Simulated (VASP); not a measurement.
# Si3B: relaxation of cell and atoms with PBE

Si3B:

```
CELL_PARAMETERS angstrom
-1.79136 1.79136 4.00147
1.79136 -1.79136 4.00147
1.79136 1.79136 -4.00147
ATOMIC_POSITIONS crystal
Si 0.50000 0.50000 0.00000
Si 0.25000 0.75000 0.50000
Si 0.75000 0.25000 0.50000
B 0.00000 0.00000 0.00000
```

```json
{"Program": "VASP 6.6.1", "Task": "relaxation of cell and atoms", "Functional": "PBE", "Potentials or basis": "VASP PAW PBE potentials, release 64 (Si, B)", "Cutoff": "600 eV", "k mesh": "6 × 6 × 6", "Occupations": "gaussian, width 0.1 eV", "Spin": "no spin polarisation", "Dipole correction": "no", "Further INCAR settings": "ALGO = Normal; EDIFF = 1e-06; IBRION = 2; EDIFFG = -0.04; NSW = 90; ISIF = 3"}
```

* Relaxed volume: 12.41 Å³/atom
* Relaxed cell: a = 4.903 Å, b = 4.903 Å, c = 4.903 Å, α = 139.31°, β = 139.31°, γ = 58.90°
* Space group after relaxing (to 0.05 Å): I4/mmm (No. 139)
* Energy gained by relaxing: 86.9 meV/atom
* Ionic steps: 9
* Pressure after relaxing: 0.0 GPa

Stress tensor (GPa, compression positive):
```
 0.01  0.00  0.00
 0.00  0.01  0.00
 0.00  0.00 -0.16
```

Step by step:
| step | energy change (eV) | largest force (eV/Å) | pressure (GPa) | volume (Å³) |
| --- | --- | --- | --- | --- |
| 1 | 0.0000 | 0.0000 | -4.10 | 51.36 |
| 2 | -0.2716 | 0.0000 | 0.70 | 48.90 |
| 3 | -0.2902 | 0.0000 | 1.69 | 48.48 |
| 4 | -0.3120 | 0.0000 | 4.00 | 47.63 |
| 5 | -0.3423 | 0.0000 | 1.20 | 49.20 |
| 6 | -0.3432 | 0.0000 | 1.72 | 48.88 |
| 7 | -0.3433 | 0.0000 | 1.58 | 48.97 |
| 8 | -0.3472 | 0.0000 | -0.55 | 49.84 |
| 9 | -0.3477 | 0.0000 | -0.05 | 49.63 |

Final structure:
```xyz
4
Lattice="-1.7046 1.7046 4.2697 1.7046 -1.7046 4.2697 1.7046 1.7046 -4.2697" Properties=species:S:1:pos:R:3 pbc="T T T"
Si    0.0000    0.0000    4.2697
Si    1.7046    0.0000    2.1348
Si    0.0000    1.7046    2.1348
B     0.0000    0.0000    0.0000
```

Levels at points of the mesh, in eV from the Fermi level:
```csv
k point,band 6,band 7,band 8,band 9,band 10,band 11
"(0.00, 0.00, 0.00)",-2.02,-2.02,-0.31,-0.09,0.18,1.15
"(0.50, 0.00, 0.00)",-0.42,-0.29,-0.04,1.46,1.98,2.14
"(0.50, 0.50, 0.00)",-6.45,-1.63,-1.59,-1.29,-0.67,5.46
"(0.50, 0.50, 0.50)",-1.26,1.59,1.69,1.69,2.51,3.74
```

Wall time 74 s on 1 thread of Intel(R) Xeon(R) Platinum 8559C (Emerald Rapids), on a shared host, peak memory 0.24 GiB.

Caveat: the k points lie up to 0.43 Å⁻¹ apart in the final cell.
